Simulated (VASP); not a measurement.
Crystal: CdSiN2.

```
Cd N Si
1.0
     3.14807    0.00000    0.00000
     0.00000    3.14807    0.00000
     0.00000    0.00000    5.11023
Cd N Si
1 2 1
Direct
  0.00000 0.00000 0.00000
  0.00000 0.50000 0.32251
  0.50000 0.00000 0.67749
  0.50000 0.50000 0.50000
```

This cell differs from its parent crystal: biaxial xy strain +3.8%.

Program: VASP 6.6.1. Alike in all runs: task single point; potentials or basis VASP PAW PBE potentials, release 64 (Cd, N, Si); no spin polarisation; cell as given; cutoff (eV) 520.

Question: Order these runs on this cell by their band gap on the k mesh, lowest first.
A. level HSE06; k mesh 6 × 6 × 4; smearing gaussian 0.01 eV; grid for exact exchange (PRECFOCK) Normal; screening parameter 0.2079 1/Å
B. level PBE; k mesh 8 × 8 × 6; smearing fermi-dirac 0.02 eV
C. level r2SCAN; k mesh 8 × 8 × 6; smearing gaussian 0.01 eV

Answer: B (0.83 eV), C (1.18 eV), A (1.99 eV).

A k mesh can miss the band edges.
